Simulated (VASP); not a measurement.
Set up this calculation in VASP 6.6.1, as the native input.

```
Task                   : single point
Functional             : LDA
Potentials or basis    : VASP PAW LDA potentials, release 64 (Cd, S)
Cutoff                 : 520 eV
k mesh                 : 8 × 8 × 5
Occupations            : fermi-dirac, width 0.05 eV
Spin                   : no spin polarisation
Dipole correction      : no
Further INCAR settings : ALGO = Normal; EDIFF = 1e-06; NBANDS = 22
```

The structure of Cd2S lies in POSCAR:

```
Cd2S
1.0
    4.0148164244      0.0000000000      0.0000000000
   -2.0074082122      3.4769330151      0.0000000000
    0.0000000000      0.0000000000      5.8856375034
Cd S
2 1
Direct
    0.3333333333      0.6666666667      0.9327170000
    0.6666666667      0.3333333333      0.5787350000
    0.3333333333      0.6666666667      0.3657050000
```

The input as run:

INCAR

```
ALGO = Normal ; EDIFF = 1E-6
ENCUT = 520 ; ISIF = 2
ISMEAR = -1 ; LASPH = T
LCHARG = F ; LREAL = F
LWAVE = F ; NBANDS = 22
NELM = 60 ; PREC = Accurate
SIGMA = 0.05
```

KPOINTS

```
k-points
0
Gamma
  8 8 5
```

Potentials or basis: VASP PAW LDA potentials, release 64 (Cd, S).

Command:

```sh
$ cat potpaw_LDA.64/Cd/POTCAR potpaw_LDA.64/S/POTCAR > POTCAR
$ mpirun -np 1 vasp_std > vasp.out
```

Results of the run:

| Property | Result |
| --- | --- |
| Pressure | -5.8 GPa |
| Largest force | 0.284 eV/Å |
| Band gap on the k mesh | 0.27 eV, indirect (least direct gap 0.57 eV) |

Run time: 47 s on 1 thread of Intel(R) Xeon(R) Platinum 8259CL CPU @ 2.50GHz (Skylake/Cascade Lake), with other jobs on the host, peak memory 0.2 GiB.
